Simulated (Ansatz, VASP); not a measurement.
# Two plane-wave programs on Pd

Contents of POSCAR:

```
Pd
1.0
    0.0000000000      1.9465000000      1.9465000000
    1.9465000000      0.0000000000      1.9465000000
    1.9465000000      1.9465000000      0.0000000000
Pd
1
Direct
    0.0000000000      0.0000000000      0.0000000000
```

INCAR.step1

```
SYSTEM = Pd
  PREC = Accurate
  ENCUT = 520
  ISMEAR = 0
  SIGMA = 0.05
  LREAL = .False.
  LASPH = .True.
  NELM = 100
  NBANDS = 11
  GGA = PE
  ALGO = Normal
  EDIFF = 1E-4
  LWAVE = .True.
  LCHARG = .False.
```

File INCAR.step2:

```
SYSTEM = Pd
  PREC = Accurate
  ENCUT = 520
  EDIFF = 1E-8
  ISMEAR = 0
  SIGMA = 0.05
  LREAL = .False.
  LASPH = .True.
  NELM = 100
  ALGO = Normal
  ISIF = 2
  LWAVE = .False.
  LCHARG = .False.
  METAGGA = R2SCAN
  LMIXTAU = .True.
  LEFG = .True.
  NBANDS = 11
  ISTART = 1
```

KPOINTS

```
Automatic mesh
0
Gamma
  20 20 20
  0 0 0
```

Input for Ansatz:

```yaml
crystal:
  lattice:
    - [0.0, 1.9465, 1.9465]
    - [1.9465, 0.0, 1.9465]
    - [1.9465, 1.9465, 0.0]
  atoms:
    - { symbol: Pd, position: [0.0, 0.0, 0.0] }
basis:
  ecutwfc: 500
  ecutrho_ratio: 4
kpoints:
  mp_grid: { grid: [20, 20, 20] }
hamiltonian:
  xc: r2scan
scf:
  occupations: { method: gaussian, width: 0.05 }
output:
  forces: true
  stress: true
  eigenvalues: true
  populations: true
  efg: { contact_densities: true, quadrupole_moments_barn: { Pd: 0.66 } }
```

Alike in both runs: task electric field gradients; functional r2SCAN; k mesh 20 × 20 × 20; occupations gaussian, width 0.05 eV; no spin polarisation.

```csv
,VASP,Ansatz
version,VASP 6.6.1,Ansatz 0.2.0
potentials or method,"VASP PAW PBE potentials, release 64 (Pd), cutoff 520 eV","scalar-relativistic, plane waves, PAW"
valence electrons in the cell,10,18
```

Ansatz gave:

| Item | Value |
| --- | --- |
| gap on the k mesh at the Fermi level (eV) | none |
| pressure (GPa) | 2.1 |

Which values does VASP return?

gap on the k mesh at the Fermi level (eV): none; pressure (GPa): 2.8.

VASP's potentials were made for PBE, not for r2SCAN. A gap of «none» marks a metal or a gap that the smearing closes. VASP's potentials hold 10 valence electrons a cell and Ansatz's 18, so a difference there can come from the potentials and not from the codes.
